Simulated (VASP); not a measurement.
# LiMo3 (I4/mmm) in VASP: single point with PBE

Aim: the single point of LiMo3 with PBE.

Program: VASP 6.6.1. These are calculated values, not measurements. Logs are shortened: lines on timing, memory, paths and dates and some standing lists are left out, and cuts for length are marked.

## 1. The cell of the first run

It takes space group I4/mmm (No. 139, tetragonal). The conventional cell has a = 3.749 Å, b = 3.749 Å, c = 8.519 Å, α = 90.00°, β = 90.00°, γ = 90.00°. Li (site symmetry 4/mmm) has 12 Mo at 2.65 to 2.84 Å within 3.5 Å. Mo (site symmetry 4/mmm) has 4 Li at 2.65 Å and 8 Mo at 2.84 Å within 3.5 Å. Mo (site symmetry -4m2) has 8 Mo at 2.65 to 2.84 Å and 4 Li at 2.84 Å within 3.5 Å.

## 2. Single point, PBE

The input, INCAR:

```
ALGO = Normal
EDIFF = 1E-6
ENCUT = 750
GGA = PE
GGA_COMPAT = F
ISIF = 2
ISMEAR = 0
LASPH = T
LCHARG = F
LREAL = F
LWAVE = F
NBANDS = 30
NELM = 120
PREC = Accurate
SIGMA = 0.1
```

The input, KPOINTS:

```
k-points
0
Gamma
  18 18 18
```

The input, POSCAR:

```
LiMo3
1.0
   -1.8745987147      1.8745987147      4.2596567004
    1.8745987147     -1.8745987147      4.2596567004
    1.8745987147      1.8745987147     -4.2596567004
Li Mo
1 3
Direct
    0.0000000000      0.0000000000      0.0000000000
    0.5000000000      0.5000000000      0.0000000000
    0.2500000000      0.7500000000      0.5000000000
    0.7500000000      0.2500000000      0.5000000000
```

Potentials or basis: VASP PAW PBE potentials, release 64 (Li_sv, Mo_sv).

The run is started by

```bash
$ cat potpaw_PBE.64/Li_sv/POTCAR potpaw_PBE.64/Mo_sv/POTCAR > POTCAR
$ mpirun -np 1 vasp_std > vasp.out
```

OUTCAR:

```text
EDIFF = 1E-6
   ENCUT = 750
   GGA = PE
   ISIF = 2
   ISMEAR = 0
   LASPH = T
   LREAL = F
   NELM = 120
   PREC = Accurate

 ion  position               nearest neighbor table
   1  0.000  0.000  0.000-   2 2.65   2 2.65   2 2.65   2 2.65   4 2.84   3 2.84   4 2.84   3 2.84
                             4 2.84   4 2.84   3 2.84   3 2.84
   2  0.500  0.500  0.000-   1 2.65   1 2.65   1 2.65   1 2.65   4 2.84   3 2.84   4 2.84   4 2.84
                             3 2.84   3 2.84   4 2.84   3 2.84
   3  0.250  0.750  0.500-   4 2.65   4 2.65   4 2.65   4 2.65   2 2.84   1 2.84   2 2.84   2 2.84
                             1 2.84   1 2.84   2 2.84   1 2.84
   4  0.750  0.250  0.500-   3 2.65   3 2.65   3 2.65   3 2.65   2 2.84   1 2.84   2 2.84   1 2.84
                             2 2.84   2 2.84   1 2.84   1 2.84

  LATTYP: Found a body centered tetragonal cell.
 ALAT       =     3.7491974294
 C/A-ratio  =     2.2723032225

  Lattice vectors:

 A1 = (  -1.8745987147,   1.8745987147,   4.2596567004)
 A2 = (   1.8745987147,  -1.8745987147,   4.2596567004)
 A3 = (   1.8745987147,   1.8745987147,  -4.2596567004)

Analysis of symmetry for initial positions (statically):
=====================================================================
 Subroutine PRICEL returns:
 Original cell was already a primitive cell.

 Routine SETGRP: Setting up the symmetry group for a
 body centered tetragonal supercell.

 Subroutine GETGRP returns: Found 16 space group operations
 (whereof 16 operations were pure point group operations)
 out of a pool of 16 trial point group operations.

The static configuration has the point symmetry D_4h.

Analysis of symmetry for dynamics (positions and initial velocities):
=====================================================================
 Subroutine PRICEL returns:
 Original cell was already a primitive cell.

 Routine SETGRP: Setting up the symmetry group for a
 body centered tetragonal supercell.

 Subroutine GETGRP returns: Found 16 space group operations
 (whereof 16 operations were pure point group operations)
 out of a pool of 16 trial point group operations.

The dynamic configuration has the point symmetry D_4h.

 Subroutine INISYM returns: Found 16 space group operations
 (whereof 16 operations are pure point group operations),
 and found     1 'primitive' translations

----------------------------------------------------------------------------------------

                                     Primitive cell

  volume of cell :      59.8758

  direct lattice vectors                    reciprocal lattice vectors
    -1.874598715  1.874598715  4.259656700     0.000000000  0.266723751  0.117380351
     1.874598715 -1.874598715  4.259656700     0.266723751  0.000000000  0.117380351
     1.874598715  1.874598715 -4.259656700     0.266723751  0.266723751  0.000000000

  length of vectors
     5.017261792  5.017261792  5.017261792     0.291409859  0.291409859  0.377204345

  position of ions in fractional coordinates (direct lattice)
     0.000000000  0.000000000  0.000000000
     0.500000000  0.500000000  0.000000000
     0.250000000  0.750000000  0.500000000
     0.750000000  0.250000000  0.500000000

  ion indices of the primitive-cell ions
   primitive index   ion index
                 1           1
                 2           2
                 3           3
                 4           4

----------------------------------------------------------------------------------------

 KPOINTS: k-points

Automatic generation of k-mesh.
 Grid dimensions read from file:
 generate k-points for:   18   18   18

 Generating k-lattice:

  Cartesian coordinates                     Fractional coordinates (reciprocal lattice)
     0.000000000  0.014817986  0.006521131     0.055555556  0.000000000  0.000000000
     0.014817986  0.000000000  0.006521131     0.000000000  0.055555556  0.000000000
     0.014817986  0.014817986  0.000000000     0.000000000  0.000000000  0.055555556

  Length of vectors
     0.016189437  0.016189437  0.020955797

  Shift w.r.t. Gamma in fractional coordinates (k-lattice)
     0.000000000  0.000000000  0.000000000

 Subroutine IBZKPT returns following result:
 ===========================================

 Found    480 irreducible k-points:

 Following reciprocal coordinates:
            Coordinates               Weight
  0.000000  0.000000  0.000000      1.000000
  0.055556  0.000000  0.000000      8.000000
  0.111111  0.000000  0.000000      8.000000
  0.166667  0.000000  0.000000      8.000000
  0.222222  0.000000  0.000000      8.000000
  0.277778  0.000000 -0.000000      8.000000
[... 16 lines left out ...]
 -0.277778  0.055556  0.000000     16.000000
 -0.222222  0.055556 -0.000000     16.000000
 [... further k-points ...]
   k-points           NKPTS =    480   k-points in BZ     NKDIM =    480   number of bands    NBANDS=     30
   number of dos      NEDOS =    301   number of ions     NIONS =      4
   total plane-waves  NPLWV = 110592
   dimension x,y,z NGX =    48 NGY =   48 NGZ =   48
   dimension x,y,z NGXF=    96 NGYF=   96 NGZF=   96
   ions per type =               1   3
   NGX,Y,Z   is equivalent  to a cutoff of  15.90, 15.90, 15.90 a.u.
   NGXF,Y,Z  is equivalent  to a cutoff of  31.81, 31.81, 31.81 a.u.
 SYSTEM =  unknown system
   PREC   = accura    normal or accurate (medium, high low for compatibility)
   ISTART =      0    job   : 0-new  1-cont  2-samecut
   ICHARG =      2    charge: 1-file 2-atom 10-const
   ISPIN  =      1    spin polarized calculation?
   LNONCOLLINEAR =      F non collinear calculations
   LSORBIT =      F    spin-orbit coupling
   LASPH  =      T    aspherical Exc in radial PAW
   ENCUT  =  750.0 eV  55.12 Ry    7.42 a.u.  11.20 11.20 11.20*2*pi/ulx,y,z
   NELM   =    120;   NELMIN=  2; NELMDL= -5     # of ELM steps
   EDIFF  = 0.1E-05   stopping-criterion for ELM
   LREAL  =      F    real-space projection
   EDIFFG = 0.1E-04   stopping-criterion for IOM
   NSW    =      0    number of steps for IOM
   IBRION =     -1    ionic relax: 0-MD 1-quasi-New 2-CG
   NFREE  =      0    steps in history (QN), initial steepest desc. (CG)
   ISIF   =      2    stress and relaxation
   ISYM   =      2    0-nonsym 1-usesym 2-fastsym
   POTIM  = 0.5000    time-step for ionic-motion
   TEBEG  =    0.0;   TEEND  =   0.0 temperature during run
   PSTRESS=    0.0 pullay stress
   NELECT =      45.0000    total number of electrons
   NUPDOWN=      -1.0000    fix difference up-down
   EMIN   =  10.00;   EMAX   =-10.00  energy-range for DOS
   EFERMI =   0.00;   METHOD = LEGACY
   ISMEAR =     0;   SIGMA  =   0.10  broadening in eV -4-tet -1-fermi 0-gaus
   EFERMI_NEDOS =   21; number of points for ismear=-14 and -15
   IALGO  =     38    algorithm
   IMIX   =      4    mixing-type and parameters
     AMIX     =   0.40;   BMIX     =  1.00
     AMIX_MAG =   1.60;   BMIX_MAG =  1.00
  volume/ion in A,a.u.               =      14.97       101.02
  Fermi-wavevector in a.u.,A,eV,Ry     =   1.488431  2.812726 30.142697  2.215426
  Thomas-Fermi vector in A             =   2.601466
   LORBIT       =      0    0 simple, 1 ext, 2 COOP (PROOUT), +10 PAW based schemes
   GGA     = PE    functional components
   LHFCALC =     F    Hartree Fock is set to
   AEXX    =    0.0000 exact exchange contribution
   IVDW    =     0    specifies the selected vdW correction
   LEPSILON=     F    determine dielectric tensor
   LRPA    =     F    only Hartree local field effects (RPA)
 non-spin polarized calculation
 Gauss-broadening in eV      SIGMA  =   0.10
  energy-cutoff  :      750.00
  volume of cell :       59.88
 maximum number of plane-waves:      2823
 NGX is ok and might be reduce to    48
   NGX = 23   NGY = 23   NGZ = 23

 number of electron      45.0000001 magnetization

 Free energy of the ion-electron system (eV)
  ---------------------------------------------------
  ext. energy  EPLUGINS =         0.00000000
  ---------------------------------------------------
  free energy    TOTEN  =       -32.79616768 eV

  energy without entropy =      -32.78296411  energy(sigma->0) =      -32.78956590

 E-fermi :   9.7829     XC(G=0): -12.3458

 val. band max:        9.7825853807   @ k =   0.3889   0.3333  -0.0000
 cond. band min:       9.7833732286   @ k =   0.3889   0.3333   0.0556
 fundamental gap:      0.0007878478
 Fermi energy:         9.7829137044

 k-point     1 :       0.0000    0.0000    0.0000
  band No.  band energies     occupation
      1     -51.0259      2.00000
      2     -50.8004      2.00000
      3     -50.6505      2.00000
      4     -34.4977      2.00000
      5     -25.4805      2.00000
      6     -25.4805      2.00000
[... 22 lines left out ...]
     29      13.6014      0.00000
     30      15.6547      0.00000

 k-point     2 :       0.0556    0.0000    0.0000
  band No.  band energies     occupation
      1     -51.0232      2.00000
      2     -50.8008      2.00000
      3     -50.6529      2.00000
      4     -34.4977      2.00000
      5     -25.4875      2.00000
      6     -25.4737      2.00000
[... 22 lines left out ...]
     29      13.5388      0.00000
     30      15.4860      0.00000

 k-point     3 :       0.1111    0.0000    0.0000
  band No.  band energies     occupation
      1     -51.0151      2.00000
      2     -50.8017      2.00000
      3     -50.6599      2.00000
      4     -34.4978      2.00000
      5     -25.4937      2.00000
      6     -25.4536      2.00000
[... 22 lines left out ...]
     29      13.5341      0.00000
     30      15.0523      0.00000

 k-point     4 :       0.1667    0.0000    0.0000
  band No.  band energies     occupation
      1     -51.0021      2.00000
      2     -50.8031      2.00000
      3     -50.6714      2.00000
      4     -34.4980      2.00000
      5     -25.4883      2.00000
      6     -25.4209      2.00000
[... 22 lines left out ...]
     29      14.0213      0.00000
     30      14.4923      0.00000

 k-point     5 :       0.2222    0.0000    0.0000
  band No.  band energies     occupation
      1     -50.9848      2.00000
      2     -50.8048      2.00000
      3     -50.6870      2.00000
      4     -34.4983      2.00000
      5     -25.4689      2.00000
      6     -25.3769      2.00000
[... 22 lines left out ...]
     29      13.9306      0.00000
     30      14.3442      0.00000
[... 526 lines left out ...]
     29      13.1551      0.00000
     30      13.9634      0.00000

 k-point    22 :      -0.3333    0.0556   -0.0000
  band No.  band energies     occupation
      1     -50.9428      2.00000
      2     -50.8047      2.00000
      3     -50.7287      2.00000
      4     -34.4988      2.00000
      5     -25.4433      2.00000
      6     -25.2461      2.00000
[... 22 lines left out ...]
     29      13.2974      0.00000
     30      14.3177      0.00000

 k-point    23 :      -0.2778    0.0556    0.0000
  band No.  band energies     occupation
      1     -50.9649      2.00000
      2     -50.8038      2.00000
      3     -50.7075      2.00000
      4     -34.4985      2.00000
      5     -25.4836      2.00000
      6     -25.2855      2.00000
[... 22 lines left out ...]
     29      13.5609      0.00000
     30      14.6270      0.00000

 k-point    24 :      -0.2222    0.0556   -0.0000
  band No.  band energies     occupation
      1     -50.9850      2.00000
      2     -50.8026      2.00000
      3     -50.6888      2.00000
      4     -34.4982      2.00000
      5     -25.5106      2.00000
      6     -25.3328      2.00000
[... 22 lines left out ...]
     29      13.9483      0.00000
     30      14.5864      0.00000

 [... further k-points ...]

------------------------ aborting loop because EDIFF is reached ----------------------------------------

  FORCE on cell =-STRESS in cart. coord.  units (eV):
  Direction    XX          YY          ZZ          XY          YZ          ZX
  --------------------------------------------------------------------------------------
  -------------------------------------------------------------------------------------
  Total        0.1255807      0.1255807      0.0929696      0.0000000      0.0000000     -0.0000000
  in kB        3.3603333      3.3603333      2.4877144      0.0000000      0.0000000     -0.0000000
  external PRESSURE =       3.0694603 kB  Pullay stress =       0.0000000 kB

 VOLUME and BASIS-vectors are now :
 -----------------------------------------------------------------------------
  energy-cutoff  :      750.00
  volume of cell :       59.88
      direct lattice vectors                 reciprocal lattice vectors
    -1.874598715  1.874598715  4.259656700     0.000000000  0.266723751  0.117380351
     1.874598715 -1.874598715  4.259656700     0.266723751  0.000000000  0.117380351
     1.874598715  1.874598715 -4.259656700     0.266723751  0.266723751  0.000000000

 POSITION                                       TOTAL-FORCE (eV/Angst)
 -----------------------------------------------------------------------------------
      0.00000      0.00000      0.00000         0.000000     -0.000000      0.000000
      0.00000      0.00000      4.25966         0.000000     -0.000000      0.000000
      1.87460      0.00000      2.12983        -0.000000     -0.000000     -0.000000
      0.00000      1.87460      2.12983        -0.000000      0.000000     -0.000000
 -----------------------------------------------------------------------------------
    total drift:                                0.000000     -0.000000      0.000000

  FREE ENERGIE OF THE ION-ELECTRON SYSTEM (eV)
  ---------------------------------------------------
  free  energy   TOTEN  =       -32.7961676801 eV

  energy  without entropy=      -32.7829641145  energy(sigma->0) =      -32.78956590
```

Run time: 19 min. Hardware: 1 thread of AMD EPYC 9R45 (Zen 5), shared host; peak memory 1.1 GiB.

Results:

* Free energy: -32.7962 eV
* Pressure: 0.3 GPa
* Band gap on the k mesh: zero (an odd number of electrons rules out a gap without spin polarisation)

Levels at points of the mesh, in eV from the Fermi level:
```csv
k point,band 19,band 20,band 21,band 22,band 23,band 24,band 25,band 26,band 27,band 28
"(0.00, 0.00, 0.00)",-1.99,-1.45,-0.84,-0.84,0.85,0.95,1.56,2.11,2.79,2.79
"(0.50, 0.00, 0.00)",-1.63,-1.62,-0.50,-0.47,-0.38,-0.09,0.97,1.08,1.20,1.47
"(0.50, 0.50, 0.00)",-1.70,-1.37,-1.10,0.45,0.80,1.09,1.13,1.45,1.58,2.57
"(0.50, 0.50, 0.50)",-3.14,-2.90,-0.82,0.35,1.24,1.88,1.88,3.26,3.26,3.80
```
